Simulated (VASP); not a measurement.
Here is a VASP 6.6.1 calculation.

INCAR

```
  ALGO = Normal
  EDIFF = 1E-6
  EDIFFG = -0.005
  ENCUT = 600
  IBRION = 2
  ISIF = 3
  ISMEAR = -1
  LASPH = T
  LCHARG = F
  LREAL = F
  LWAVE = F
  NELM = 60
  NSW = 60
  PREC = Accurate
  PSTRESS = 250.0
  SIGMA = 0.05
```

KPOINTS

```
k-points
0
Gamma
  14 14 14
```

File POSCAR:

```
Sr
1.0
    0.0000000000      2.2918305101      2.2918305101
    2.2918305101      0.0000000000      2.2918305101
    2.2918305101      2.2918305101      0.0000000000
Sr
1
Direct
    0.0000000000      0.0000000000      0.0000000000
```

Potentials or basis: VASP PAW LDA potentials, release 64 (Sr_sv).

Launch:

```bash
$ cat potpaw_LDA.64/Sr_sv/POTCAR > POTCAR
$ mpirun -np 1 vasp_std > vasp.out
```

**Question.** Estimate the relaxed volume.

**Answer.** 24.17 Å³/atom.

**Question.** What does it give for the band gap on the k mesh?

**Answer.** Zero (band 5 reaches 5.55 eV, above the bottom of band 6 at 4.16 eV).

**Question.** What does it give for the relaxed cell?

**Answer.** a = 3.245 Å, b = 3.245 Å, c = 3.245 Å, α = 60.00°, β = 60.00°, γ = 60.00°.

**Question.** What does it give for the space group after relaxing (to 0.05 Å)?

**Answer.** Fm-3m (No. 225).

Final structure:
```yaml
crystal:
  lattice:
    - [0.00000, 2.29466, 2.29466]
    - [2.29466, 0.00000, 2.29466]
    - [2.29466, 2.29466, 0.00000]
  atoms:
    - { symbol: Sr, position: [0.00000, 0.00000, 0.00000] }
```

Caveat: the cell is relaxed towards a set pressure, so the enthalpy falls and the energy may rise.
